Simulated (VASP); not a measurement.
# Sb in VASP: a series of runs, part 2 of 2

VASP 6.6.1. The steps go on from the part before.

## 4. Single point, PBE (strained)

INCAR reads:

```
SYSTEM = Sb
ALGO = Normal ; EDIFF = 1E-6
ENCUT = 520 ; GGA = PE
ISIF = 2 ; ISMEAR = 0
LASPH = .TRUE. ; LCHARG = .FALSE.
LREAL = .FALSE. ; LWAVE = .FALSE.
NBANDS = 8 ; NELM = 100
PREC = Accurate ; SIGMA = 0.1
```

KPOINTS reads:

```
k-points
0
G
  16 16 16
  0 0 0
```

POSCAR reads:

```
Sb
1.0
   -1.8741853244      1.8741853244      1.8741853244
    1.8741853244     -1.8741853244      1.8741853244
    1.8741853244      1.8741853244     -1.8741853244
Sb
1
Direct
    0.0000000000      0.0000000000      0.0000000000
```

Potentials or basis: VASP PAW PBE potentials, release 64 (Sb).

Command:

```
> cat potpaw_PBE.64/Sb/POTCAR > POTCAR
> mpirun -np 1 vasp_std > vasp.out
```

OUTCAR:

```text
SYSTEM = Sb
   EDIFF = 1E-6
   ENCUT = 520
   GGA = PE
   ISIF = 2
   ISMEAR = 0
   LASPH = .TRUE.
   LREAL = .FALSE.
   NELM = 100
   PREC = Accurate

 ion  position               nearest neighbor table
   1  0.000  0.000  0.000-

  LATTYP: Found a body centered cubic cell.
 ALAT       =     3.7483706488

  Lattice vectors:

 A1 = (  -1.8741853244,   1.8741853244,   1.8741853244)
 A2 = (   1.8741853244,  -1.8741853244,   1.8741853244)
 A3 = (   1.8741853244,   1.8741853244,  -1.8741853244)

Analysis of symmetry for initial positions (statically):
=====================================================================
 Subroutine PRICEL returns:
 Original cell was already a primitive cell.

 Routine SETGRP: Setting up the symmetry group for a
 body centered cubic supercell.

 Subroutine GETGRP returns: Found 48 space group operations
 (whereof 48 operations were pure point group operations)
 out of a pool of 48 trial point group operations.

The static configuration has the point symmetry O_h .

Analysis of symmetry for dynamics (positions and initial velocities):
=====================================================================
 Subroutine PRICEL returns:
 Original cell was already a primitive cell.

 Routine SETGRP: Setting up the symmetry group for a
 body centered cubic supercell.

 Subroutine GETGRP returns: Found 48 space group operations
 (whereof 48 operations were pure point group operations)
 out of a pool of 48 trial point group operations.

The dynamic configuration has the point symmetry O_h .

 Subroutine INISYM returns: Found 48 space group operations
 (whereof 48 operations are pure point group operations),
 and found     1 'primitive' translations

----------------------------------------------------------------------------------------

                                     Primitive cell

  volume of cell :      26.3328

  direct lattice vectors                    reciprocal lattice vectors
    -1.874185324  1.874185324  1.874185324     0.000000000  0.266782582  0.266782582
     1.874185324 -1.874185324  1.874185324     0.266782582  0.000000000  0.266782582
     1.874185324  1.874185324 -1.874185324     0.266782582  0.266782582  0.000000000

  length of vectors
     3.246184205  3.246184205  3.246184205     0.377287546  0.377287546  0.377287546

  position of ions in fractional coordinates (direct lattice)
     0.000000000  0.000000000  0.000000000

  ion indices of the primitive-cell ions
   primitive index   ion index
                 1           1

----------------------------------------------------------------------------------------

 KPOINTS: k-points

Automatic generation of k-mesh.
 Grid dimensions read from file:
 generate k-points for:   16   16   16

 Generating k-lattice:

  Cartesian coordinates                     Fractional coordinates (reciprocal lattice)
     0.000000000  0.016673911  0.016673911     0.062500000  0.000000000  0.000000000
     0.016673911  0.000000000  0.016673911     0.000000000  0.062500000  0.000000000
     0.016673911  0.016673911  0.000000000     0.000000000  0.000000000  0.062500000

  Length of vectors
     0.023580472  0.023580472  0.023580472

  Shift w.r.t. Gamma in fractional coordinates (k-lattice)
     0.000000000  0.000000000  0.000000000

 Subroutine IBZKPT returns following result:
 ===========================================

 Found    145 irreducible k-points:

 Following reciprocal coordinates:
            Coordinates               Weight
  0.000000  0.000000  0.000000      1.000000
  0.062500  0.000000  0.000000     12.000000
  0.125000  0.000000  0.000000     12.000000
  0.187500  0.000000  0.000000     12.000000
  0.250000  0.000000  0.000000     12.000000
  0.312500  0.000000  0.000000     12.000000
[... 16 lines left out ...]
  0.187500  0.187500  0.000000     24.000000
  0.250000  0.187500  0.000000     48.000000
 [... further k-points ...]
   k-points           NKPTS =    145   k-points in BZ     NKDIM =    145   number of bands    NBANDS=      8
   number of dos      NEDOS =    301   number of ions     NIONS =      1
   total plane-waves  NPLWV =  13824
   dimension x,y,z NGX =    24 NGY =   24 NGZ =   24
   dimension x,y,z NGXF=    48 NGYF=   48 NGZF=   48
   ions per type =               1
   NGX,Y,Z   is equivalent  to a cutoff of  12.29, 12.29, 12.29 a.u.
   NGXF,Y,Z  is equivalent  to a cutoff of  24.58, 24.58, 24.58 a.u.
 SYSTEM =  Sb
   PREC   = accura    normal or accurate (medium, high low for compatibility)
   ISTART =      0    job   : 0-new  1-cont  2-samecut
   ICHARG =      2    charge: 1-file 2-atom 10-const
   ISPIN  =      1    spin polarized calculation?
   LNONCOLLINEAR =      F non collinear calculations
   LSORBIT =      F    spin-orbit coupling
   LASPH  =      T    aspherical Exc in radial PAW
   ENCUT  =  520.0 eV  38.22 Ry    6.18 a.u.   6.04  6.04  6.04*2*pi/ulx,y,z
   NELM   =    100;   NELMIN=  2; NELMDL= -5     # of ELM steps
   EDIFF  = 0.1E-05   stopping-criterion for ELM
   LREAL  =      F    real-space projection
   EDIFFG = 0.1E-04   stopping-criterion for IOM
   NSW    =      0    number of steps for IOM
   IBRION =     -1    ionic relax: 0-MD 1-quasi-New 2-CG
   NFREE  =      0    steps in history (QN), initial steepest desc. (CG)
   ISIF   =      2    stress and relaxation
   ISYM   =      2    0-nonsym 1-usesym 2-fastsym
   POTIM  = 0.5000    time-step for ionic-motion
   TEBEG  =    0.0;   TEEND  =   0.0 temperature during run
   PSTRESS=    0.0 pullay stress
   NELECT =       5.0000    total number of electrons
   NUPDOWN=      -1.0000    fix difference up-down
   EMIN   =  10.00;   EMAX   =-10.00  energy-range for DOS
   EFERMI =   0.00;   METHOD = LEGACY
   ISMEAR =     0;   SIGMA  =   0.10  broadening in eV -4-tet -1-fermi 0-gaus
   EFERMI_NEDOS =   21; number of points for ismear=-14 and -15
   IALGO  =     38    algorithm
   IMIX   =      4    mixing-type and parameters
     AMIX     =   0.40;   BMIX     =  1.00
     AMIX_MAG =   1.60;   BMIX_MAG =  1.00
  volume/ion in A,a.u.               =      26.33       177.70
  Fermi-wavevector in a.u.,A,eV,Ry     =   0.940948  1.778134 12.046370  0.885383
  Thomas-Fermi vector in A             =   2.068410
   LORBIT       =      0    0 simple, 1 ext, 2 COOP (PROOUT), +10 PAW based schemes
   GGA     = PE    functional components
   LHFCALC =     F    Hartree Fock is set to
   AEXX    =    0.0000 exact exchange contribution
   IVDW    =     0    specifies the selected vdW correction
   LEPSILON=     F    determine dielectric tensor
   LRPA    =     F    only Hartree local field effects (RPA)
 non-spin polarized calculation
 Gauss-broadening in eV      SIGMA  =   0.10
  energy-cutoff  :      520.00
  volume of cell :       26.33
 maximum number of plane-waves:       726
   NGX = 13   NGY = 13   NGZ = 13

 number of electron       4.9999999 magnetization

 Free energy of the ion-electron system (eV)
  ---------------------------------------------------
  ext. energy  EPLUGINS =         0.00000000
  ---------------------------------------------------
  free energy    TOTEN  =        -3.90325050 eV

  energy without entropy =       -3.89967762  energy(sigma->0) =       -3.90146406

 E-fermi :   8.6898     XC(G=0): -10.3278

 val. band max:        8.6729597830   @ k =   0.1875   0.1875   0.0625
 cond. band min:       8.7426125217   @ k =   0.1250   0.1250   0.0625
 fundamental gap:      0.0696527387
 Fermi energy:         8.6898405588

 k-point     1 :       0.0000    0.0000    0.0000
  band No.  band energies     occupation
      1      -4.2754      2.00000
      2      14.4081      0.00000
      3      14.4081      0.00000
      4      14.4081      0.00000
      5      19.3742      0.00000
      6      19.3742      0.00000
      7      19.3742      0.00000
      8      20.5602      0.00000

 k-point     2 :       0.0625    0.0000    0.0000
  band No.  band energies     occupation
      1      -4.1917      2.00000
      2      13.7305      0.00000
      3      14.1177      0.00000
      4      14.3338      0.00000
      5      18.8079      0.00000
      6      18.8292      0.00000
      7      19.7537      0.00000
      8      20.1517      0.00000
[... 221 lines left out ...]
 k-point    23 :       0.1875    0.1875    0.0000
  band No.  band energies     occupation
      1      -2.0692      2.00000
      2       7.2067      2.00000
      3       9.3082      0.00000
      4      12.1986      0.00000
      5      17.0651      0.00000
      6      17.9796      0.00000
      7      20.6728      0.00000
      8      21.7496      0.00000

 k-point    24 :       0.2500    0.1875    0.0000
  band No.  band energies     occupation
      1      -1.3043      2.00000
      2       5.9456      2.00000
      3       8.3776      1.99999
      4      11.8216      0.00000
      5      16.9468      0.00000
      6      18.3380      0.00000
      7      20.7863      0.00000
      8      22.7960      0.00000

 [... further k-points ...]
[... 5 lines left out ...]
  --------------------------------------------------------------------------------------
  -------------------------------------------------------------------------------------
  Total        0.3329914      0.3329914      0.3329914      0.0000000      0.0000000     -0.0000000
  in kB       20.2603070     20.2603070     20.2603070      0.0000000      0.0000000     -0.0000000
  external PRESSURE =      20.2603070 kB  Pullay stress =       0.0000000 kB

 VOLUME and BASIS-vectors are now :
 -----------------------------------------------------------------------------
  energy-cutoff  :      520.00
  volume of cell :       26.33
      direct lattice vectors                 reciprocal lattice vectors
    -1.874185324  1.874185324  1.874185324     0.000000000  0.266782582  0.266782582
     1.874185324 -1.874185324  1.874185324     0.266782582  0.000000000  0.266782582
     1.874185324  1.874185324 -1.874185324     0.266782582  0.266782582  0.000000000

 POSITION                                       TOTAL-FORCE (eV/Angst)
 -----------------------------------------------------------------------------------
      0.00000      0.00000      0.00000         0.000000     -0.000000      0.000000
 -----------------------------------------------------------------------------------
    total drift:                                0.000000     -0.000000     -0.000000

  FREE ENERGIE OF THE ION-ELECTRON SYSTEM (eV)
  ---------------------------------------------------
  free  energy   TOTEN  =        -3.9032505033 eV

  energy  without entropy=       -3.8996776151  energy(sigma->0) =       -3.90146406
```

OSZICAR:

```text
N       E                     dE             d eps       ncg     rms          rms(c)
DAV:   1     0.474183730718E+01    0.47418E+01   -0.16813E+03  2368   0.410E+02
DAV:   2    -0.381449457090E+01   -0.85563E+01   -0.82272E+01  3248   0.518E+01
DAV:   3    -0.390594428115E+01   -0.91450E-01   -0.91304E-01  2872   0.602E+00
DAV:   4    -0.390619601111E+01   -0.25173E-03   -0.25173E-03  3480   0.380E-01
DAV:   5    -0.390619634187E+01   -0.33076E-06   -0.33162E-06  3032   0.959E-03    0.181E+00
DAV:   6    -0.390420857042E+01    0.19878E-02   -0.17405E-03  2808   0.223E-01    0.104E+00
DAV:   7    -0.390322887541E+01    0.97970E-03   -0.37785E-03  2848   0.326E-01    0.604E-02
DAV:   8    -0.390324999698E+01   -0.21122E-04   -0.60529E-05  3168   0.586E-02    0.500E-03
DAV:   9    -0.390325050333E+01   -0.50635E-06   -0.74603E-07  3256   0.630E-03
   1 F= -.39032505E+01 E0= -.39014641E+01  d E =-.357289E-02
```

It took 26 s on 1 thread of Intel Xeon 8259CL, shared host; peak memory 0.16 GiB.

Results:

```yaml
Free_energy: -3.9033 eV
Pressure: 2.0 GPa
```

Caveat: the cell differs from its parent crystal (strained); spin-orbit coupling is left out, which moves the levels of the heavy elements.

## 5. Single point, PBE (strained)

INCAR reads:

```
SYSTEM = Sb
ALGO     = Normal         ! electronic algorithm
EDIFF    = 1E-6           ! SCF threshold, eV
ENCUT    = 520            ! plane-wave cutoff, eV
GGA      = PE             ! functional
ISIF     = 2              ! what is computed and relaxed
ISMEAR   = 0              ! smearing method
LASPH    = .True.         ! aspherical terms in the spheres
LCHARG   = .False.        ! write CHGCAR
LREAL    = .False.        ! projectors in reciprocal space
LWAVE    = .False.        ! write WAVECAR
NBANDS   = 8              ! bands
NELM     = 100            ! most SCF steps
PREC     = Accurate       ! precision mode
SIGMA    = 0.1            ! smearing width, eV
```

KPOINTS reads:

```
k-points
0
Gamma
  16 16 16
  0 0 0
```

POSCAR reads:

```
Sb
1.0
   -1.9223910657      1.9223910657      1.9223910657
    1.9223910657     -1.9223910657      1.9223910657
    1.9223910657      1.9223910657     -1.9223910657
Sb
1
Direct
    0.0000000000      0.0000000000      0.0000000000
```

Command:

```
> cat potpaw_PBE.64/Sb/POTCAR > POTCAR
> mpirun -np 1 vasp_std > vasp.out
```

It took 40 s on 1 thread of Intel Xeon 8259CL, shared host; peak memory 0.17 GiB.

The run converged. Its results:

```yaml
Free_energy: -3.8996 eV
Pressure: -2.3 GPa
```

Levels at points of the mesh, in eV from the Fermi level:
| k point | band 1 | band 2 | band 3 | band 4 | band 5 | band 6 |
| --- | --- | --- | --- | --- | --- | --- |
| (0.00, 0.00, 0.00) | -12.37 | 5.14 | 5.14 | 5.14 | 10.40 | 10.40 |
| (0.50, 0.00, 0.00) | -8.66 | -5.19 | 1.63 | 3.62 | 6.30 | 6.92 |
| (0.50, 0.50, 0.50) | -5.77 | -1.81 | -1.81 | -1.81 | 3.15 | 3.15 |

Caveat: the cell differs from its parent crystal (strained); spin-orbit coupling is left out, which moves the levels of the heavy elements.

## 6. Single point, LDA (functional LDA, strained)

INCAR reads:

```
  PREC = Accurate
  ENCUT = 520
  EDIFF = 1E-7
  ISMEAR = 0
  SIGMA = 0.1
  LREAL = False
  LASPH = True
  NELM = 100
  ALGO = Normal
  ISIF = 2
  LWAVE = False
  LCHARG = False
  NBANDS = 8
```

KPOINTS reads:

```
Automatic mesh
0
Gamma
  16 16 16
```

POSCAR reads:

```
Sb
1.0
   -1.8081082778      1.8081082778      1.8081082778
    1.8081082778     -1.8081082778      1.8081082778
    1.8081082778      1.8081082778     -1.8081082778
Sb
1
Direct
    0.0000000000      0.0000000000      0.0000000000
```

Potentials or basis: VASP PAW LDA potentials, release 64 (Sb).

Command:

```
> cat potpaw_LDA.64/Sb/POTCAR > POTCAR
> mpirun -np 1 vasp_std > vasp.out
```

OUTCAR:

```text
PREC = Accurate
   ENCUT = 520
   EDIFF = 1E-7
   ISMEAR = 0
   LREAL = False
   LASPH = True
   NELM = 100
   ISIF = 2

 ion  position               nearest neighbor table
   1  0.000  0.000  0.000-

  LATTYP: Found a body centered cubic cell.
 ALAT       =     3.6162165556

  Lattice vectors:

 A1 = (  -1.8081082778,   1.8081082778,   1.8081082778)
 A2 = (   1.8081082778,  -1.8081082778,   1.8081082778)
 A3 = (   1.8081082778,   1.8081082778,  -1.8081082778)

[... 433 lines left out ...]
  band No.  band energies     occupation
      1      -0.4653      2.00000
      2       7.2146      2.00000
      3       9.6708      2.00000
      4      13.4850      0.00000
      5      18.7761      0.00000
      6      20.0822      0.00000
      7      22.5365      0.00000
      8      24.4237      0.00000

 [... further k-points ...]
[... 5 lines left out ...]
  --------------------------------------------------------------------------------------
  -------------------------------------------------------------------------------------
  Total        0.9635971      0.9635971      0.9635971     -0.0000000      0.0000000      0.0000000
  in kB       65.2939271     65.2939271     65.2939271     -0.0000000      0.0000000      0.0000000
  external PRESSURE =      65.2939271 kB  Pullay stress =       0.0000000 kB

 VOLUME and BASIS-vectors are now :
 -----------------------------------------------------------------------------
  energy-cutoff  :      520.00
  volume of cell :       23.64
      direct lattice vectors                 reciprocal lattice vectors
    -1.808108278  1.808108278  1.808108278     0.000000000  0.276532112  0.276532112
     1.808108278 -1.808108278  1.808108278     0.276532112  0.000000000  0.276532112
     1.808108278  1.808108278 -1.808108278     0.276532112  0.276532112  0.000000000

 POSITION                                       TOTAL-FORCE (eV/Angst)
 -----------------------------------------------------------------------------------
      0.00000      0.00000      0.00000         0.000000     -0.000000      0.000000
 -----------------------------------------------------------------------------------
    total drift:                                0.000000     -0.000000     -0.000000

  FREE ENERGIE OF THE ION-ELECTRON SYSTEM (eV)
  ---------------------------------------------------
  free  energy   TOTEN  =        -4.5904327687 eV

  energy  without entropy=       -4.5876391266  energy(sigma->0) =       -4.58903595
```

OSZICAR:

```text
N       E                     dE             d eps       ncg     rms          rms(c)
DAV:   1     0.461020174024E+01    0.46102E+01   -0.16503E+03  2336   0.410E+02
DAV:   2    -0.449136460219E+01   -0.91016E+01   -0.87909E+01  3192   0.550E+01
DAV:   3    -0.459755367956E+01   -0.10619E+00   -0.10606E+00  2896   0.649E+00
DAV:   4    -0.459783727011E+01   -0.28359E-03   -0.28357E-03  3424   0.386E-01
DAV:   5    -0.459783785536E+01   -0.58525E-06   -0.58598E-06  2936   0.129E-02    0.233E+00
DAV:   6    -0.459320636498E+01    0.46315E-02   -0.83365E-04  3072   0.129E-01    0.136E+00
DAV:   7    -0.459043735691E+01    0.27690E-02   -0.18008E-03  2600   0.189E-01    0.378E-02
DAV:   8    -0.459043281985E+01    0.45371E-05   -0.22674E-05  3168   0.379E-02    0.773E-03
DAV:   9    -0.459043276870E+01    0.51145E-07   -0.15431E-07  3304   0.320E-03
   1 F= -.45904328E+01 E0= -.45890359E+01  d E =-.279364E-02
```

stdout:

```text
POSCAR found type information on POSCAR Sb
 POSCAR found :  1 types and       1 ions
 scaLAPACK will be used
 LDA part: xc-table for (Slater(with rela. corr.)+CA(PZ))
 , standard interpolation
 POSCAR, INCAR and KPOINTS ok, starting setup
 FFT: planning ... GRIDC
 FFT: planning ... GRID_SOFT
 FFT: planning ... GRID
 WAVECAR not read
 entering main loop
```

Run time: 31 s. Hardware: 1 thread of AMD EPYC 7R13, shared host; peak memory 0.12 GiB.

Results:

```yaml
Free_energy: -4.5904 eV
Pressure: 6.5 GPa
```

Caveat: the cell differs from its parent crystal (functional LDA, strained); spin-orbit coupling is left out, which moves the levels of the heavy elements.

## 7. Single point, PBEsol (functional PBEsol, strained)

INCAR, as its differences from that of step 6:

```diff
@@ -2,3 +2,3 @@
   ENCUT = 520
-  EDIFF = 1E-7
+  EDIFF = 1E-6
   ISMEAR = 0
@@ -12,2 +12,3 @@
   LCHARG = False
+  GGA = PS
   NBANDS = 8
```

KPOINTS is that of step 6.

POSCAR reads:

```
Sb
1.0
   -1.9262460279      1.9262460279      1.9262460279
    1.9262460279     -1.9262460279      1.9262460279
    1.9262460279      1.9262460279     -1.9262460279
Sb
1
Direct
    0.0000000000      0.0000000000      0.0000000000
```

Potentials or basis: VASP PAW PBE potentials, release 64 (Sb).

Command:

```
> cat potpaw_PBE.64/Sb/POTCAR > POTCAR
> mpirun -np 1 vasp_std > vasp.out
```

Run time: 46 s. Hardware: 1 thread of AMD EPYC 7R13, shared host; peak memory 0.15 GiB.

The run converged. Its results:

* Free energy: -4.3396 eV
* Pressure: -5.3 GPa

Levels at points of the mesh, in eV from the Fermi level:
```
           k point  band 1  band 2  band 3  band 4  band 5
(0.00, 0.00, 0.00)  -12.34    5.10    5.10    5.10   10.43
(0.50, 0.00, 0.00)   -8.66   -5.17    1.63    3.59    6.27
(0.50, 0.50, 0.50)   -5.81   -1.80   -1.80   -1.80    3.15
```

Caveat: the cell differs from its parent crystal (functional PBEsol, strained); the PAW data sets were made with another functional, which shifts forces and pressure a little; spin-orbit coupling is left out, which moves the levels of the heavy elements.

## 8. Overview

| level | potentials or basis | cell | k mesh | gap on the mesh (eV) | pressure (GPa) |
| --- | --- | --- | --- | --- | --- |
| PBE | VASP PAW PBE potentials, release 64 (Sb) | a = 3.275, b = 3.410, c = 3.257 Å, angles 110.6, 108.9, 110.0°, 1 atom | 14 × 14 × 14 | none | -0.9 |
| PBE | VASP PAW PBE potentials, release 64 (Sb) | a = 3.125 Å, angles 109.5°, 1 atom | 16 × 16 × 16 | none | 12.2 |
| PBE | VASP PAW PBE potentials, release 64 (Sb) | a = 3.246 Å, angles 109.5°, 1 atom | 16 × 16 × 16 | none | 2.0 |
| PBE | VASP PAW PBE potentials, release 64 (Sb) | a = 3.330 Å, angles 109.5°, 1 atom | 16 × 16 × 16 | none | -2.3 |
| LDA | VASP PAW LDA potentials, release 64 (Sb) | a = 3.132 Å, angles 109.5°, 1 atom | 16 × 16 × 16 | none | 6.5 |
| PBEsol | VASP PAW PBE potentials, release 64 (Sb) | a = 3.336 Å, angles 109.5°, 1 atom | 16 × 16 × 16 | none | -5.3 |

Alike in all rows: task single point; no spin polarisation; cutoff (eV) 520; smearing gaussian 0.1 eV.

Caveats: spin-orbit coupling is left out, which moves the levels of the heavy elements; the PAW data sets were made with another functional, which shifts forces and pressure a little (some runs).

Absolute energies hang on the potentials; compare differences alone.
